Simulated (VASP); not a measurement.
A run of VASP 6.6.1 is set up as follows.

Contents of INCAR:

```
PREC = Accurate
ENCUT = 600
EDIFF = 1E-8
ISMEAR = 0
SIGMA = 0.01
LREAL = F
LASPH = T
NELM = 120
ALGO = Normal
ISIF = 2
LWAVE = F
LCHARG = F
GGA = PS
NBANDS = 35
IBRION = 8
NSW = 1
LEPSILON = T
GGA_COMPAT = F
KPAR = 4
```

KPOINTS

```
Automatic mesh
0
Gamma
  6 6 10
```

File POSCAR:

```
ZnF2
1.0
    4.7177756171      0.0000000000      0.0000000000
    0.0000000000      4.7177756171      0.0000000000
    0.0000000000      0.0000000000      3.1284470562
Zn F
2 4
Direct
    0.0000000000      0.0000000000      0.0000000000
    0.5000000000      0.5000000000      0.5000000000
    0.3038554922      0.3038554922      0.0000000000
    0.1961445078      0.8038554922      0.5000000000
    0.6961445078      0.6961445078      0.0000000000
    0.8038554922      0.1961445078      0.5000000000
```

Potentials or basis: VASP PAW PBE potentials, release 64 (Zn, F).

Command:

```bash
$ cat potpaw_PBE.64/Zn/POTCAR potpaw_PBE.64/F/POTCAR > POTCAR
$ mpirun -np 4 vasp_std > vasp.out
```

(1) Predict the electronic dielectric tensor (diagonal).

(2) Predict the Born charges (mean of the diagonal).

(3) What does it give for the highest phonon frequency at Γ, LO-TO splitting left out?

Answers

(1) 2.54, 2.54, 2.64.

(2) Zn +2.28; F -1.14 e.

(3) 509 cm⁻¹.
